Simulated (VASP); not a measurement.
# W3S2 (P-3m1) in VASP: notebook, part 2 of 2

VASP 6.6.1.

## 3. Single point, PBE

This run uses another cell than the first one, of 15.12 Å³/atom.

Contents of INCAR:

```
SYSTEM = W3S2
PREC = Accurate
ENCUT = 520
EDIFF = 1E-7
ISMEAR = 0
SIGMA = 0.1
LREAL = .False.
LASPH = .True.
NELM = 60
ALGO = Normal
ISIF = 2
LWAVE = .False.
LCHARG = .True.
GGA = PE
LELF = .True.
LVHAR = .True.
NBANDS = 35
```

Contents of KPOINTS:

```
regular mesh
0
Gamma
  12 12 8
  0 0 0
```

Contents of POSCAR:

```
W3S2
1.0
    4.0388373909      0.0000000000      0.0000000000
   -2.0194186955      3.4977357823      0.0000000000
    0.0000000000      0.0000000000      5.3507241483
W S
3 2
Direct
    0.0000000000      0.0000000000      0.0000000000
    0.3333333333      0.6666666667      0.6539508281
    0.6666666667      0.3333333333      0.3460491719
    0.3333333333      0.6666666667      0.2080494825
    0.6666666667      0.3333333333      0.7919505175
```

Potentials or basis: VASP PAW PBE potentials, release 64 (W_sv, S).

Command:

```bash
$ cat potpaw_PBE.64/W_sv/POTCAR potpaw_PBE.64/S/POTCAR > POTCAR
$ mpirun -np 1 vasp_std > vasp.out
```

OUTCAR:

```text
SYSTEM = W3S2
   PREC = Accurate
   ENCUT = 520
   EDIFF = 1E-7
   ISMEAR = 0
   LREAL = .False.
   LASPH = .True.
   NELM = 60
   ISIF = 2
   GGA = PE

 ion  position               nearest neighbor table
   1  0.000  0.000  0.000-   4 2.58   5 2.58   5 2.58   4 2.58   5 2.58   4 2.58   2 2.98   3 2.98
                             2 2.98   3 2.98   3 2.98   2 2.98
   2  0.333  0.667  0.654-   4 2.39   5 2.45   5 2.45   5 2.45   3 2.86   3 2.86   3 2.86   4 2.96
                             1 2.98   1 2.98   1 2.98
   3  0.667  0.333  0.346-   5 2.39   4 2.45   4 2.45   4 2.45   2 2.86   2 2.86   2 2.86   5 2.96
                             1 2.98   1 2.98   1 2.98
   4  0.333  0.667  0.208-   2 2.39   3 2.45   3 2.45   3 2.45   1 2.58   1 2.58   1 2.58   2 2.96

   5  0.667  0.333  0.792-   3 2.39   2 2.45   2 2.45   2 2.45   1 2.58   1 2.58   1 2.58   3 2.96

  LATTYP: Found a hexagonal cell.
 ALAT       =     4.0388373909
 C/A-ratio  =     1.3248179192

  Lattice vectors:

 A1 = (   4.0388373909,   0.0000000000,   0.0000000000)
 A2 = (  -2.0194186955,   3.4977357823,   0.0000000000)
 A3 = (   0.0000000000,   0.0000000000,   5.3507241483)

Analysis of symmetry for initial positions (statically):
=====================================================================
 Subroutine PRICEL returns:
 Original cell was already a primitive cell.

 Routine SETGRP: Setting up the symmetry group for a
 hexagonal supercell.

 Subroutine GETGRP returns: Found 12 space group operations
 (whereof 12 operations were pure point group operations)
 out of a pool of 24 trial point group operations.

The static configuration has the point symmetry D_3d.

Analysis of symmetry for dynamics (positions and initial velocities):
=====================================================================
 Subroutine PRICEL returns:
 Original cell was already a primitive cell.

[... 126 lines left out ...]
   EMIN   =  10.00;   EMAX   =-10.00  energy-range for DOS
   EFERMI =   0.00;   METHOD = LEGACY
   ISMEAR =     0;   SIGMA  =   0.10  broadening in eV -4-tet -1-fermi 0-gaus
   EFERMI_NEDOS =   21; number of points for ismear=-14 and -15
   IALGO  =     38    algorithm
   IMIX   =      4    mixing-type and parameters
     AMIX     =   0.40;   BMIX     =  1.00
     AMIX_MAG =   1.60;   BMIX_MAG =  1.00
  volume/ion in A,a.u.               =      15.12       102.02
  Fermi-wavevector in a.u.,A,eV,Ry     =   1.463482  2.765580 29.140688  2.141780
  Thomas-Fermi vector in A             =   2.579572
   LORBIT       =      0    0 simple, 1 ext, 2 COOP (PROOUT), +10 PAW based schemes
   GGA     = PE    functional components
   LHFCALC =     F    Hartree Fock is set to
   AEXX    =    0.0000 exact exchange contribution
   IVDW    =     0    specifies the selected vdW correction
   LEPSILON=     F    determine dielectric tensor
   LRPA    =     F    only Hartree local field effects (RPA)
 non-spin polarized calculation
 Gauss-broadening in eV      SIGMA  =   0.10
  energy-cutoff  :      520.00
  volume of cell :       75.59
 maximum number of plane-waves:      2060
   NGX = 15   NGY = 15   NGZ = 19

 number of electron      54.0000012 magnetization

 Free energy of the ion-electron system (eV)
  ---------------------------------------------------
  ext. energy  EPLUGINS =         0.00000000
  ---------------------------------------------------
  free energy    TOTEN  =       -43.82797795 eV

  energy without entropy =      -43.80340231  energy(sigma->0) =      -43.81569013

 E-fermi :  11.2352     XC(G=0): -12.7968

 val. band max:       11.2290618563   @ k =   0.3333   0.0000   0.5000
 cond. band min:      11.2362013483   @ k =   0.3333   0.0833   0.5000
 fundamental gap:      0.0071394921
 Fermi energy:        11.2351964616

 k-point     1 :       0.0000    0.0000    0.0000
  band No.  band energies     occupation
      1     -62.9097      2.00000
      2     -62.8598      2.00000
      3     -62.8187      2.00000
      4     -27.2795      2.00000
      5     -27.2795      2.00000
      6     -27.2742      2.00000
[... 901 lines left out ...]
     34      14.7588      0.00000
     35      15.2372      0.00000

 [... further k-points ...]
[... 5 lines left out ...]
  --------------------------------------------------------------------------------------
  -------------------------------------------------------------------------------------
  Total        0.2319365      0.2319365      0.1975460     -0.0000000      0.0000000      0.0000000
  in kB        4.9161341      4.9161341      4.1871925     -0.0000000      0.0000000      0.0000000
  external PRESSURE =       4.6731536 kB  Pullay stress =       0.0000000 kB

 VOLUME and BASIS-vectors are now :
 -----------------------------------------------------------------------------
  energy-cutoff  :      520.00
  volume of cell :       75.59
      direct lattice vectors                 reciprocal lattice vectors
     4.038837391  0.000000000  0.000000000     0.247596004  0.142949620  0.000000000
    -2.019418696  3.497735782  0.000000000     0.000000000  0.285899239  0.000000000
     0.000000000  0.000000000  5.350724148     0.000000000  0.000000000  0.186890591

 POSITION                                       TOTAL-FORCE (eV/Angst)
 -----------------------------------------------------------------------------------
      0.00000      0.00000      0.00000         0.000000      0.000000      0.000000
     -0.00000      2.33182      3.49911        -0.000000      0.000000     -0.013861
      2.01942      1.16591      1.85161        -0.000000     -0.000000      0.013861
     -0.00000      2.33182      1.11322         0.000000      0.000000     -0.021502
      2.01942      1.16591      4.23751         0.000000     -0.000000      0.021502
 -----------------------------------------------------------------------------------
    total drift:                               -0.000000      0.000000      0.000000

  FREE ENERGIE OF THE ION-ELECTRON SYSTEM (eV)
  ---------------------------------------------------
  free  energy   TOTEN  =       -43.8279779493 eV

  energy  without entropy=      -43.8034023133  energy(sigma->0) =      -43.81569013
```

OSZICAR:

```text
N       E                     dE             d eps       ncg     rms          rms(c)
DAV:   1     0.613915291710E+03    0.61392E+03   -0.29640E+04  9258   0.170E+03
DAV:   2    -0.654116636424E+01   -0.62046E+03   -0.60648E+03  9782   0.514E+02
DAV:   3    -0.442317204746E+02   -0.37691E+02   -0.36479E+02 11232   0.116E+02
DAV:   4    -0.453653035950E+02   -0.11336E+01   -0.11181E+01 11180   0.190E+01
DAV:   5    -0.453847971078E+02   -0.19494E-01   -0.19450E-01 11362   0.265E+00    0.376E+01
DAV:   6    -0.440648614471E+02    0.13199E+01   -0.60314E+00 10836   0.148E+01    0.166E+01
DAV:   7    -0.447371613939E+02   -0.67230E+00   -0.80037E+00 11204   0.147E+01    0.784E+00
DAV:   8    -0.438339204133E+02    0.90324E+00   -0.48308E+00 10719   0.823E+00    0.280E+00
DAV:   9    -0.438286555240E+02    0.52649E-02   -0.12361E-01 10507   0.200E+00    0.646E-01
DAV:  10    -0.438280636105E+02    0.59191E-03   -0.52267E-03 11182   0.426E-01    0.446E-01
DAV:  11    -0.438279836859E+02    0.79925E-04   -0.88950E-04 10813   0.170E-01    0.116E-01
DAV:  12    -0.438279777243E+02    0.59616E-05   -0.16691E-04 11718   0.652E-02    0.579E-02
DAV:  13    -0.438279762411E+02    0.14832E-05   -0.72506E-06 10479   0.148E-02    0.371E-02
DAV:  14    -0.438279782825E+02   -0.20414E-05   -0.28983E-06 10884   0.910E-03    0.763E-03
DAV:  15    -0.438279780451E+02    0.23739E-06   -0.16689E-07  6371   0.250E-03    0.307E-03
DAV:  16    -0.438279779493E+02    0.95852E-07   -0.32404E-08  5464   0.107E-03
   1 F= -.43827978E+02 E0= -.43815690E+02  d E =-.245756E-01
```

Wall time 7.6 min (1 thread of Intel Xeon 8259CL, shared host); peak memory 0.38 GiB.

What came out:

| Item | Value |
| --- | --- |
| Free energy | -43.8280 eV |
| Pressure | 0.5 GPa |
| Largest force | 0.022 eV/Å |
| Band gap on the k mesh | zero (bands 27 and 28 overlap by 1.32 eV) |

Forces in eV/Å, atoms in the order of the input:
```
W    0.000  0.000  0.000
W    0.000  0.000 -0.014
W    0.000  0.000  0.014
S    0.000  0.000 -0.022
S    0.000  0.000  0.022
```

Levels at points of the mesh, in eV from the Fermi level:
```
           k point  band 23  band 24  band 25  band 26  band 27  band 28  band 29  band 30  band 31  band 32
(0.00, 0.00, 0.00)    -1.96    -0.85     0.14     0.14     0.30     0.30     0.38     1.80     1.80     1.84
(0.50, 0.00, 0.00)    -2.74    -1.45    -1.17    -0.58    -0.42    -0.37     0.20     0.31     1.42     2.03
(0.00, 0.00, 0.50)    -1.94    -1.94    -1.11    -0.76    -0.53    -0.53     2.58     3.41     3.43     3.43
(0.50, 0.00, 0.50)    -2.07    -1.86    -1.10    -0.92    -0.33    -0.06     0.57     1.83     2.29     3.28
```

Caveat: spin-orbit coupling is left out, which moves the levels of the heavy elements.

## 4. Single point, PBE, collinear spin

This run uses another cell than the first one, of 15.07 Å³/atom.

Contents of INCAR:

```
SYSTEM = W3S2
ALGO = Normal ; EDIFF = 1E-6
ENCUT = 520 ; GGA = PE
ISIF = 2 ; ISMEAR = 0
ISPIN = 2 ; LASPH = .True.
LCHARG = .False. ; LMAXMIX = 4
LORBIT = 11 ; LREAL = .False.
LWAVE = .False. ; MAGMOM = 1.28 0 0 0 0
NBANDS = 39 ; NELM = 150
PREC = Accurate ; SIGMA = 0.1
```

Contents of KPOINTS:

```
k-points
0
Gamma
  6 6 4
  0 0 0
```

Contents of POSCAR:

```
W3S2
1.0
    4.1385245699      0.0000000000      0.0000000000
   -2.0692622850      3.5840674117      0.0000000000
    0.0000000000      0.0000000000      5.0787128107
W S
3 2
Direct
    0.0000000000      0.0000000000      0.0000000000
    0.3333333333      0.6666666667      0.6777463667
    0.6666666667      0.3333333333      0.3222536333
    0.3333333333      0.6666666667      0.2033775808
    0.6666666667      0.3333333333      0.7966224192
```

Potentials or basis: VASP PAW PBE potentials, release 64 (W_sv, S).

Command:

```bash
$ cat potpaw_PBE.64/W_sv/POTCAR potpaw_PBE.64/S/POTCAR > POTCAR
$ mpirun -np 1 vasp_std > vasp.out
```

OUTCAR:

```text
SYSTEM = W3S2
   EDIFF = 1E-6
   ENCUT = 520
   GGA = PE
   ISIF = 2
   ISMEAR = 0
   ISPIN = 2
   LASPH = .True.
   LORBIT = 11
   LREAL = .False.
   NELM = 150
   PREC = Accurate

 ion  position               nearest neighbor table
   1  0.000  0.000  0.000-   4 2.60   5 2.60   5 2.60   4 2.60   5 2.60   4 2.60   2 2.90   3 2.90
                             2 2.90   3 2.90   3 2.90   2 2.90
   2  0.333  0.667  0.678-   4 2.41   5 2.46   5 2.46   5 2.46   4 2.67   1 2.90   1 2.90   1 2.90
                             3 2.99   3 2.99   3 2.99
   3  0.667  0.333  0.322-   5 2.41   4 2.46   4 2.46   4 2.46   5 2.67   1 2.90   1 2.90   1 2.90
                             2 2.99   2 2.99   2 2.99
   4  0.333  0.667  0.203-   2 2.41   3 2.46   3 2.46   3 2.46   1 2.60   1 2.60   1 2.60   2 2.67

   5  0.667  0.333  0.797-   3 2.41   2 2.46   2 2.46   2 2.46   1 2.60   1 2.60   1 2.60   3 2.67

  LATTYP: Found a hexagonal cell.
 ALAT       =     4.1385245699
 C/A-ratio  =     1.2271795721

  Lattice vectors:

 A1 = (   4.1385245699,   0.0000000000,   0.0000000000)
 A2 = (  -2.0692622850,   3.5840674117,   0.0000000000)
 A3 = (   0.0000000000,   0.0000000000,   5.0787128107)

Analysis of symmetry for initial positions (statically):
=====================================================================
 Subroutine PRICEL returns:
 Original cell was already a primitive cell.

 Routine SETGRP: Setting up the symmetry group for a
 hexagonal supercell.

 Subroutine GETGRP returns: Found 12 space group operations
 (whereof 12 operations were pure point group operations)
 out of a pool of 24 trial point group operations.

The static configuration has the point symmetry D_3d.

Analysis of symmetry for dynamics (positions and initial velocities):
=====================================================================
 Subroutine PRICEL returns:
 Original cell was already a primitive cell.

 Routine SETGRP: Setting up the symmetry group for a
 hexagonal supercell.

 Subroutine GETGRP returns: Found 12 space group operations
 (whereof 12 operations were pure point group operations)
[... 177 lines left out ...]
 Fermi energy:        11.3161719672

 spin component 1

 k-point     1 :       0.0000    0.0000    0.0000
  band No.  band energies     occupation
      1     -62.8871      1.00000
      2     -62.8146      1.00000
      3     -62.8039      1.00000
      4     -27.2703      1.00000
      5     -27.2703      1.00000
      6     -27.2404      1.00000
[... 997 lines left out ...]
     38      17.9121      0.00000
     39      18.4094      0.00000
 Fermi energy:        11.3161719672

 spin component 2

 k-point     1 :       0.0000    0.0000    0.0000
  band No.  band energies     occupation
      1     -62.8871      1.00000
      2     -62.8146      1.00000
      3     -62.8039      1.00000
      4     -27.2702      1.00000
      5     -27.2702      1.00000
      6     -27.2404      1.00000
[... 997 lines left out ...]
     38      17.9120      0.00000
     39      18.4094      0.00000

------------------------ aborting loop because EDIFF is reached ----------------------------------------

  FORCE on cell =-STRESS in cart. coord.  units (eV):
  Direction    XX          YY          ZZ          XY          YZ          ZX
  --------------------------------------------------------------------------------------
  -------------------------------------------------------------------------------------
  Total        0.2089407      0.2089407      0.1903171     -0.0000000      0.0000000      0.0000000
  in kB        4.4438388      4.4438388      4.0477447     -0.0000000      0.0000000      0.0000000
  external PRESSURE =       4.3118075 kB  Pullay stress =       0.0000000 kB

 VOLUME and BASIS-vectors are now :
 -----------------------------------------------------------------------------
  energy-cutoff  :      520.00
  volume of cell :       75.33
      direct lattice vectors                 reciprocal lattice vectors
     4.138524570  0.000000000  0.000000000     0.241632008  0.139506305  0.000000000
    -2.069262285  3.584067412  0.000000000     0.000000000  0.279012609  0.000000000
     0.000000000  0.000000000  5.078712811     0.000000000  0.000000000  0.196900285

 POSITION                                       TOTAL-FORCE (eV/Angst)
 -----------------------------------------------------------------------------------
      0.00000      0.00000      0.00000         0.000000     -0.000000      0.000000
     -0.00000      2.38938      3.44208         0.000000      0.000000      0.011689
      2.06926      1.19469      1.63663        -0.000000     -0.000000     -0.011689
     -0.00000      2.38938      1.03290        -0.000000      0.000000     -0.024467
      2.06926      1.19469      4.04582         0.000000     -0.000000      0.024467
 -----------------------------------------------------------------------------------
    total drift:                                0.000000      0.000000     -0.000000

  FREE ENERGIE OF THE ION-ELECTRON SYSTEM (eV)
  ---------------------------------------------------
  free  energy   TOTEN  =       -43.8368877676 eV

  energy  without entropy=      -43.8196026230  energy(sigma->0) =      -43.82824520

 total charge

# of ion       s       p       d       tot
------------------------------------------
    1        2.333   6.221   3.493  12.047
    2        2.325   6.235   3.549  12.109
    3        2.325   6.235   3.549  12.109
    4        1.296   2.318   0.000   3.614
    5        1.296   2.318   0.000   3.614
--------------------------------------------------
tot          9.577  23.326  10.592  43.494

 magnetization (x)

# of ion       s       p       d       tot
------------------------------------------
    1        0.000  -0.000   0.000   0.000
    2       -0.000  -0.000  -0.000  -0.000
    3       -0.000  -0.000  -0.000  -0.000
    4        0.000   0.000   0.000   0.000
    5        0.000   0.000   0.000   0.000
--------------------------------------------------
tot          0.000  -0.000  -0.000  -0.000
```

OSZICAR:

```text
N       E                     dE             d eps       ncg     rms          rms(c)
DAV:   1     0.612817574715E+03    0.61282E+03   -0.28355E+04  3784   0.151E+03
DAV:   2    -0.785265861171E+01   -0.62067E+03   -0.60042E+03  4001   0.475E+02
DAV:   3    -0.443408862847E+02   -0.36488E+02   -0.35204E+02  4504   0.110E+02
DAV:   4    -0.451774936448E+02   -0.83661E+00   -0.83134E+00  4444   0.164E+01
DAV:   5    -0.451904285114E+02   -0.12935E-01   -0.12932E-01  4392   0.217E+00    0.378E+01
DAV:   6    -0.439409595610E+02    0.12495E+01   -0.35169E+00  4465   0.115E+01    0.166E+01
DAV:   7    -0.438456169096E+02    0.95343E-01   -0.46075E-01  4407   0.401E+00    0.601E+00
DAV:   8    -0.438419485977E+02    0.36683E-02   -0.73455E-02  4292   0.209E+00    0.210E+00
DAV:   9    -0.438384610006E+02    0.34876E-02   -0.33687E-02  4229   0.149E+00    0.579E-01
DAV:  10    -0.438372279950E+02    0.12330E-02   -0.12375E-02  4250   0.981E-01    0.350E-01
DAV:  11    -0.438368320621E+02    0.39593E-03   -0.18646E-03  4372   0.363E-01    0.204E-01
DAV:  12    -0.438368930050E+02   -0.60943E-04   -0.44070E-04  4355   0.147E-01    0.566E-02
DAV:  13    -0.438368910223E+02    0.19827E-05   -0.23885E-05  4243   0.336E-02    0.282E-02
DAV:  14    -0.438368882275E+02    0.27948E-05   -0.59414E-06  4162   0.157E-02    0.122E-02
DAV:  15    -0.438368877676E+02    0.45985E-06   -0.46613E-07  2313   0.478E-03
   1 F= -.43836888E+02 E0= -.43828245E+02  d E =-.172851E-01  mag=    -0.0000
```

It took 2.3 min on 1 thread of Intel Xeon 8259CL, shared host; peak memory 0.28 GiB.

Results:

* Free energy: -43.8369 eV
* Pressure: 0.4 GPa
* Largest force: 0.024 eV/Å
* Band gap on the k mesh: zero (filled and empty bands overlap)
* Net moment: 0.00 μB per cell
* Valence electrons inside the program's atomic spheres: W 12.05, 12.11 (each value once); S 3.61

Forces on the atoms (eV/Å):
```
W    0.000  0.000  0.000
W    0.000  0.000  0.012
W    0.000  0.000 -0.012
S    0.000  0.000 -0.024
S    0.000  0.000  0.024
```

Caveat: spin-orbit coupling is left out, which moves the levels of the heavy elements.

## 5. Overview

```csv
spin,cell,k mesh,gap on the mesh (eV),pressure (GPa),largest force (eV/Å)
off,"a = 4.029, b = 4.029, c = 6.269 Å, angles 90.0, 90.0, 120.0°, 5 atoms, atomic positions A",6 × 6 × 4,none,-18.1,0.69
off,"a = 4.039, b = 4.039, c = 5.351 Å, angles 90.0, 90.0, 120.0°, 5 atoms, atomic positions B",12 × 12 × 8,none,0.5,0.02
collinear,"a = 4.139, b = 4.139, c = 5.079 Å, angles 90.0, 90.0, 120.0°, 5 atoms, atomic positions C",6 × 6 × 4,none,0.4,0.02
```

Alike in all rows: task single point; level PBE; potentials or basis VASP PAW PBE potentials, release 64 (W_sv, S); cutoff (eV) 520; smearing gaussian 0.1 eV.

Caveats: spin-orbit coupling is left out, which moves the levels of the heavy elements; the cell stands under tension (at least some runs).

Total energies depend on the potentials used, so only differences within one code and one set of settings carry meaning.
